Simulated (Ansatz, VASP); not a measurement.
## Two plane-wave programs on W

```
CELL_PARAMETERS angstrom
0.00000 2.00590 2.00590
2.00590 0.00000 2.00590
2.00590 2.00590 0.00000
ATOMIC_POSITIONS crystal
W 0.00000 0.00000 0.00000
```

Alike in both runs: task single point; functional PBE; k mesh 20 × 20 × 20; occupations fermi-dirac, width 0.15 eV; no spin polarisation.

|  | VASP | Ansatz |
| --- | --- | --- |
| version | VASP 6.6.1 | Ansatz 0.2.0 |
| potentials or method | VASP PAW PBE potentials, release 64 (W_sv), cutoff 520 eV | scalar-relativistic, plane waves, PAW |
| valence electrons in the cell | 14 | 14 |

```tsv
	VASP	Ansatz	Ansatz less VASP
gap on the k mesh at the Fermi level (eV)	none	none	-
pressure (GPa)	6.5	5.9	-0.58
```

A gap of «none» marks a metal or a gap that the smearing closes.

Spin-orbit coupling is off throughout.
